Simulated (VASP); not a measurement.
# GdV2Si2 (I4/mmm) in VASP: notebook

Runs on GdV2Si2. Level: r2SCAN. Tasks: single point.

Program: VASP 6.6.1. These are calculated values, not measurements. Logs are shortened: lines on timing, memory, paths and dates and some standing lists are left out, and cuts for length are marked.

**1. The cell of the first run**

The structure is tetragonal, space group I4/mmm (No. 139). The conventional cell has a = 4.271 Å, b = 4.271 Å, c = 9.969 Å, α = 90.00°, β = 90.00°, γ = 90.00°. Within 3.1 Å of Si (site symmetry 4mm) lie 1 Si at 2.33 Å and 4 V at 2.51 Å. Within 4.3 Å of Gd (site symmetry 4/mmm) lie 10 Si at 3.24 to 3.82 Å and 8 V at 3.28 Å and 4 Gd at 4.27 Å. V (site symmetry -4m2) has 4 Si at 2.51 Å and 4 V at 3.02 Å and 4 Gd at 3.28 Å within 3.3 Å.

**2. Single point, r2SCAN, collinear spin, ferrimagnetic start**

The input, POSCAR:

```
GdV2Si2
1.0
    0.0000000000      4.2712885400      0.0000000000
    4.2712885400      0.0000000000      0.0000000000
    2.1356442700      2.1356442700     -4.9846846600
Si Gd V
2 1 2
Direct
    0.3830000000      0.3830000000      0.2340000000
    0.6170000000      0.6170000000      0.7660000000
    0.0000000000      0.0000000000      0.0000000000
    0.7500000000      0.2500000000      0.5000000000
    0.2500000000      0.7500000000      0.5000000000
```

The input, INCAR.step1:

```
SYSTEM = GdV2Si2
PREC = Accurate
ENCUT = 520
ISMEAR = 0
SIGMA = 0.0204
LREAL = .False.
LASPH = .True.
NELM = 150
ISPIN = 2
MAGMOM = 0 0 7.2 -1.6 1.7
LMAXMIX = 6
NBANDS = 38
GGA = PE
ALGO = Normal
EDIFF = 1E-4
LWAVE = .True.
LCHARG = .False.
```

The input, INCAR.step2:

```
SYSTEM = GdV2Si2
PREC = Accurate
ENCUT = 520
EDIFF = 1E-6
ISMEAR = 0
SIGMA = 0.0204
LREAL = .False.
LASPH = .True.
NELM = 150
ALGO = Normal
ISIF = 2
LWAVE = .False.
LCHARG = .False.
ISPIN = 2
MAGMOM = 0 0 7.2 -1.6 1.7
LORBIT = 11
LMAXMIX = 6
METAGGA = R2SCAN
LMIXTAU = .True.
NBANDS = 38
ISTART = 1
```

The input, KPOINTS:

```
regular mesh
0
Gamma
  5 5 5
  0 0 0
```

Potentials or basis: VASP PAW PBE potentials, release 64 (Si, Gd, V_sv).

Run with:

```bash
$ cat potpaw_PBE.64/Si/POTCAR potpaw_PBE.64/Gd/POTCAR potpaw_PBE.64/V_sv/POTCAR > POTCAR
$ cp INCAR.step1 INCAR
$ mpirun -np 1 vasp_std > vasp.out
$ cp INCAR.step2 INCAR
$ mpirun -np 1 vasp_std > vasp.out
```

OUTCAR:

```text
SYSTEM = GdV2Si2
   PREC = Accurate
   ENCUT = 520
   EDIFF = 1E-6
   ISMEAR = 0
   LREAL = .False.
   LASPH = .True.
   NELM = 150
   ISIF = 2
   ISPIN = 2
   LORBIT = 11
   METAGGA = R2SCAN
   ISTART = 1

 ion  position               nearest neighbor table
   1  0.383  0.383  0.234-   2 2.33   4 2.51   5 2.51   5 2.51   4 2.51   3 3.24   3 3.24   3 3.24
                             3 3.24
   2  0.617  0.617  0.766-   1 2.33   4 2.51   5 2.51   4 2.51   5 2.51   3 3.24   3 3.24   3 3.24
                             3 3.24
   3  0.000  0.000  0.000-   2 3.24   1 3.24   2 3.24   1 3.24   1 3.24   2 3.24   2 3.24   1 3.24

   4  0.750  0.250  0.500-   1 2.51   2 2.51   1 2.51   2 2.51
   5  0.250  0.750  0.500-   1 2.51   2 2.51   1 2.51   2 2.51

  LATTYP: Found a body centered tetragonal cell.
 ALAT       =     4.2712885400
 C/A-ratio  =     2.3340425791

  Lattice vectors:

 A1 = (  -2.1356442700,   2.1356442700,   4.9846846600)
 A2 = (   2.1356442700,  -2.1356442700,   4.9846846600)
 A3 = (   2.1356442700,   2.1356442700,  -4.9846846600)

Analysis of symmetry for initial positions (statically):
=====================================================================
 Subroutine PRICEL returns:
 Original cell was already a primitive cell.

 Routine SETGRP: Setting up the symmetry group for a
 body centered tetragonal supercell.

 Subroutine GETGRP returns: Found 16 space group operations
 (whereof 16 operations were pure point group operations)
 out of a pool of 16 trial point group operations.

The static configuration has the point symmetry D_4h.

Analysis of symmetry for dynamics (positions and initial velocities):
=====================================================================
 Subroutine PRICEL returns:
 Original cell was already a primitive cell.

 Routine SETGRP: Setting up the symmetry group for a
 body centered tetragonal supercell.

 Subroutine GETGRP returns: Found 16 space group operations
 (whereof 16 operations were pure point group operations)
 out of a pool of 16 trial point group operations.

The dynamic configuration has the point symmetry D_4h.

Analysis of structural, dynamic, and magnetic symmetry:
=====================================================================
 Subroutine PRICEL returns:
 Original cell was already a primitive cell.

 Routine SETGRP: Setting up the symmetry group for a
 body centered tetragonal supercell.

 Subroutine GETGRP returns: Found  8 space group operations
 (whereof  8 operations were pure point group operations)
 out of a pool of 16 trial point group operations.

The overall configuration has the point symmetry D_2d.

 Subroutine INISYM returns: Found  8 space group operations
 (whereof  8 operations are pure point group operations),
 and found     1 'primitive' translations

----------------------------------------------------------------------------------------

                                     Primitive cell

  volume of cell :      90.9401

  direct lattice vectors                    reciprocal lattice vectors
     0.000000000  4.271288540  0.000000000     0.000000000  0.234121388  0.100307248
     4.271288540  0.000000000  0.000000000     0.234121388  0.000000000  0.100307248
     2.135644270  2.135644270 -4.984684660     0.000000000  0.000000000 -0.200614496

  length of vectors
     4.271288540  4.271288540  5.828295982     0.254704472  0.254704472  0.200614496

  position of ions in fractional coordinates (direct lattice)
     0.383000000  0.383000000  0.234000000
     0.617000000  0.617000000  0.766000000
     0.000000000  0.000000000  0.000000000
     0.750000000  0.250000000  0.500000000
     0.250000000  0.750000000  0.500000000

  ion indices of the primitive-cell ions
   primitive index   ion index
                 1           1
                 2           2
[... 27 lines left out ...]

 Found     18 irreducible k-points:

 Following reciprocal coordinates:
            Coordinates               Weight
  0.000000  0.000000  0.000000      1.000000
  0.200000  0.000000  0.000000      8.000000
  0.400000  0.000000 -0.000000      8.000000
  0.200000  0.200000  0.000000      8.000000
  0.400000  0.200000  0.000000     16.000000
 -0.400000  0.200000  0.000000     16.000000
[... 10 lines left out ...]
  0.000000  0.000000  0.400000      2.000000
 -0.200000  0.000000  0.400000      4.000000
   k-points           NKPTS =     18   k-points in BZ     NKDIM =     18   number of bands    NBANDS=     38
   number of dos      NEDOS =    301   number of ions     NIONS =      5
   total plane-waves  NPLWV =  49152
   dimension x,y,z NGX =    32 NGY =   32 NGZ =   48
   dimension x,y,z NGXF=    64 NGYF=   64 NGZF=   96
   ions per type =               2   1   2
   NGX,Y,Z   is equivalent  to a cutoff of  12.45, 12.45, 13.69 a.u.
   NGXF,Y,Z  is equivalent  to a cutoff of  24.91, 24.91, 27.38 a.u.
 SYSTEM =  GdV2Si2
   PREC   = accura    normal or accurate (medium, high low for compatibility)
   ISTART =      1    job   : 0-new  1-cont  2-samecut
   ICHARG =      0    charge: 1-file 2-atom 10-const
   ISPIN  =      2    spin polarized calculation?
   LNONCOLLINEAR =      F non collinear calculations
   LSORBIT =      F    spin-orbit coupling
   LASPH  =      T    aspherical Exc in radial PAW
   ENCUT  =  520.0 eV  38.22 Ry    6.18 a.u.   7.94  7.94 10.84*2*pi/ulx,y,z
   NELM   =    150;   NELMIN=  2; NELMDL=  0     # of ELM steps
   EDIFF  = 0.1E-05   stopping-criterion for ELM
   LREAL  =      F    real-space projection
   EDIFFG = 0.1E-04   stopping-criterion for IOM
   NSW    =      0    number of steps for IOM
   IBRION =     -1    ionic relax: 0-MD 1-quasi-New 2-CG
   NFREE  =      0    steps in history (QN), initial steepest desc. (CG)
   ISIF   =      2    stress and relaxation
   ISYM   =      2    0-nonsym 1-usesym 2-fastsym
   POTIM  = 0.5000    time-step for ionic-motion
   TEBEG  =    0.0;   TEEND  =   0.0 temperature during run
   PSTRESS=    0.0 pullay stress
   NELECT =      52.0000    total number of electrons
   NUPDOWN=      -1.0000    fix difference up-down
   EMIN   =  10.00;   EMAX   =-10.00  energy-range for DOS
   EFERMI =   0.00;   METHOD = LEGACY
   ISMEAR =     0;   SIGMA  =   0.02  broadening in eV -4-tet -1-fermi 0-gaus
   EFERMI_NEDOS =   21; number of points for ismear=-14 and -15
   IALGO  =     38    algorithm
   IMIX   =      4    mixing-type and parameters
     AMIX     =   0.40;   BMIX     =  1.00
     AMIX_MAG =   1.60;   BMIX_MAG =  1.00
  volume/ion in A,a.u.               =      18.19       122.74
  Fermi-wavevector in a.u.,A,eV,Ry     =   1.358806  2.567771 25.121166  1.846354
  Thomas-Fermi vector in A             =   2.485608
   LORBIT       =     11    0 simple, 1 ext, 2 COOP (PROOUT), +10 PAW based schemes
   METAGGA = R2SCAN    functional components
   LHFCALC =     F    Hartree Fock is set to
   AEXX    =    0.0000 exact exchange contribution
   IVDW    =     0    specifies the selected vdW correction
   LEPSILON=     F    determine dielectric tensor
   LRPA    =     F    only Hartree local field effects (RPA)
 spin polarized calculation
 Gauss-broadening in eV      SIGMA  =   0.02
  energy-cutoff  :      520.00
  volume of cell :       90.94
 maximum number of plane-waves:      2464
   NGX = 15   NGY = 15   NGZ = 21

 number of electron      52.0000017 magnetization       7.3728407

 Free energy of the ion-electron system (eV)
  ---------------------------------------------------
  ext. energy  EPLUGINS =         0.00000000
  ---------------------------------------------------
  free energy    TOTEN  =       -88.81660268 eV

  energy without entropy =      -88.81580441  energy(sigma->0) =      -88.81620355

 E-fermi :   6.7991     XC(G=0): -11.9196

 val. band max:        6.7917417983   @ k =   0.4000   0.0000  -0.0000
 cond. band min:       6.7991078946   @ k =   0.2000   0.2000   0.0000
 fundamental gap:      0.0073660963
 Fermi energy:         6.7990678187

 spin component 1

 k-point     1 :       0.0000    0.0000    0.0000
  band No.  band energies     occupation
      1     -59.9397      1.00000
      2     -59.9095      1.00000
      3     -40.0170      1.00000
      4     -32.7399      1.00000
      5     -32.7398      1.00000
      6     -32.6269      1.00000
[... 727 lines left out ...]
     37       9.8621      0.00000
     38       9.9295      0.00000
 Fermi energy:         6.7990678187

 spin component 2

 k-point     1 :       0.0000    0.0000    0.0000
  band No.  band energies     occupation
      1     -59.8831      1.00000
      2     -59.8529      1.00000
      3     -36.2158      1.00000
      4     -32.6838      1.00000
      5     -32.6838      1.00000
      6     -32.5674      1.00000
[... 727 lines left out ...]
     37      10.5237      0.00000
     38      10.6074      0.00000

------------------------ aborting loop because EDIFF is reached ----------------------------------------

  FORCE on cell =-STRESS in cart. coord.  units (eV):
  Direction    XX          YY          ZZ          XY          YZ          ZX
  --------------------------------------------------------------------------------------
  -------------------------------------------------------------------------------------
  Total       -8.2874138     -8.2874138      5.5414997      0.0000000     -0.0000000      0.0000000
  in kB     -146.0071402   -146.0071402     97.6297973      0.0000000     -0.0000000      0.0000000
  external PRESSURE =     -64.7948277 kB  Pullay stress =       0.0000000 kB

 VOLUME and BASIS-vectors are now :
 -----------------------------------------------------------------------------
  energy-cutoff  :      520.00
  volume of cell :       90.94
      direct lattice vectors                 reciprocal lattice vectors
     0.000000000  4.271288540  0.000000000     0.000000000  0.234121388  0.100307248
     4.271288540  0.000000000  0.000000000     0.234121388  0.000000000  0.100307248
     2.135644270  2.135644270 -4.984684660     0.000000000  0.000000000 -0.200614496

 POSITION                                       TOTAL-FORCE (eV/Angst)
 -----------------------------------------------------------------------------------
      2.13564      2.13564     -1.16642        -0.000000     -0.000000     -0.760475
      4.27129      4.27129     -3.81827         0.000000      0.000000      0.760475
      0.00000      0.00000      0.00000        -0.000000      0.000000      0.000000
      2.13564      4.27129     -2.49234        -0.000000     -0.000000      0.000000
      4.27129      2.13564     -2.49234         0.000000      0.000000      0.000000
 -----------------------------------------------------------------------------------
    total drift:                               -0.000000      0.000000     -0.000000

  FREE ENERGIE OF THE ION-ELECTRON SYSTEM (eV)
  ---------------------------------------------------
  free  energy   TOTEN  =       -88.8166026824 eV

  energy  without entropy=      -88.8158044128  energy(sigma->0) =      -88.81620355

 total charge

# of ion       s       p       d       f       tot
--------------------------------------------------
    1        0.750   0.978   0.000   0.000   1.728
    2        0.750   0.978   0.000   0.000   1.728
    3        2.037   5.642   0.514   6.964  15.157
    4        2.250   6.197   2.981   0.000  11.427
    5        2.250   6.197   2.981   0.000  11.428
--------------------------------------------------
tot          8.038  19.991   6.476   6.964  41.468

 magnetization (x)

# of ion       s       p       d       f       tot
--------------------------------------------------
    1       -0.005  -0.018   0.000   0.000  -0.023
    2       -0.005  -0.018   0.000   0.000  -0.023
    3       -0.007  -0.132   0.125   6.867   6.853
    4       -0.002   0.003   0.044   0.000   0.045
    5       -0.002   0.004   0.050   0.000   0.051
--------------------------------------------------
tot         -0.022  -0.160   0.219   6.867   6.904
```

Run time: 17 min. Hardware: 1 thread of Intel Xeon 6975P-C (Granite Rapids), shared host; peak memory 0.36 GiB.

Results:

| Property | Result |
| --- | --- |
| Free energy | -88.8166 eV |
| Pressure | -6.5 GPa |
| Largest force | 0.760 eV/Å |
| Net moment | 7.37 μB per cell |
| Site moments | Si -0.02; Gd +6.85; V +0.04, +0.05 μB |
| Valence electrons inside the program's atomic spheres | Si 1.73; Gd 15.16; V 11.43 |

Forces in eV/Å, atoms in the order of the input:
```
Si   0.000  0.000 -0.760
Si   0.000  0.000  0.760
Gd   0.000  0.000  0.000
V    0.000  0.000  0.000
V    0.000  0.000  0.000
```

Caveat: the stress differs along the axes, from -15 to 10 GPa; the PAW data sets were made with another functional, which shifts forces and pressure a little; spin-orbit coupling is left out, which moves the levels of the heavy elements; semilocal functionals describe open f shells poorly, which spoils levels, moments and volumes.

**3. Single point, r2SCAN, collinear spin, ferrimagnetic start**

POSCAR is that of step 2.

The input, INCAR.step1:

```
SYSTEM = GdV2Si2
ALGO = Normal ; EDIFF = 1E-4
ENCUT = 520 ; GGA = PE
ISMEAR = 0 ; ISPIN = 2
LASPH = .True. ; LCHARG = .False.
LMAXMIX = 6 ; LREAL = .False.
LWAVE = .True. ; MAGMOM = 0 0 7.2 -1.6 1.7
NBANDS = 38 ; NELM = 150
PREC = Accurate ; SIGMA = 0.0204
```

The input, INCAR.step2:

```
SYSTEM = GdV2Si2
ALGO = Normal ; EDIFF = 1E-6
ENCUT = 520 ; ISIF = 2
ISMEAR = 0 ; ISPIN = 2
ISTART = 1 ; LASPH = .True.
LCHARG = .True. ; LELF = .True.
LMAXMIX = 6 ; LMIXTAU = .True.
LORBIT = 11 ; LREAL = .False.
LVHAR = .True. ; LWAVE = .False.
MAGMOM = 0 0 7.2 -1.6 1.7 ; METAGGA = R2SCAN
NBANDS = 38 ; NELM = 150
PREC = Accurate ; SIGMA = 0.0204
```

The input, KPOINTS:

```
k-points
0
Gamma
  5 5 5
  0 0 0
```

Potentials or basis: VASP PAW PBE potentials, release 64 (Si, Gd, V_sv).

Run with:

```bash
$ cat potpaw_PBE.64/Si/POTCAR potpaw_PBE.64/Gd/POTCAR potpaw_PBE.64/V_sv/POTCAR > POTCAR
$ cp INCAR.step1 INCAR
$ mpirun -np 1 vasp_std > vasp.out
$ cp INCAR.step2 INCAR
$ mpirun -np 1 vasp_std > vasp.out
```

It took 14 min on 1 thread of Intel Xeon 6975P-C (Granite Rapids), shared host; peak memory 0.37 GiB.

The run converged. Its results:

| Quantity | Value |
| --- | --- |
| Free energy | -88.8166 eV |
| Pressure | -6.5 GPa |
| Largest force | 0.760 eV/Å |
| Net moment | 7.37 μB per cell |
| Site moments | Si -0.02; Gd +6.85; V +0.04, +0.05 μB |
| Valence electrons inside the program's atomic spheres | Si 1.73; Gd 15.16; V 11.43 |

Forces in eV/Å, atoms in the order of the input:
```
Si   0.000  0.000 -0.760
Si   0.000  0.000  0.760
Gd   0.000  0.000  0.000
V    0.000  0.000  0.000
V    0.000  0.000  0.000
```

Stress tensor (GPa, compression positive):
```
-14.60   0.00   0.00
  0.00 -14.60   0.00
  0.00   0.00   9.76
```

Levels at points of the mesh, in eV from the Fermi level:
Spin up:
```csv
k point,band 28,band 29,band 30,band 31,band 32,band 33
"(0.00, 0.00, 0.00)",-1.28,-0.46,0.07,0.59,0.67,0.67
```
Spin down:
```csv
k point,band 20,band 21,band 22,band 23,band 24,band 25
"(0.00, 0.00, 0.00)",-1.16,-1.04,0.24,0.25,0.37,0.95
```

Caveat: the stress differs along the axes, from -15 to 10 GPa; the PAW data sets were made with another functional, which shifts forces and pressure a little; spin-orbit coupling is left out, which moves the levels of the heavy elements; semilocal functionals describe open f shells poorly, which spoils levels, moments and volumes. The state reached can hang on the start; a lower one may exist.
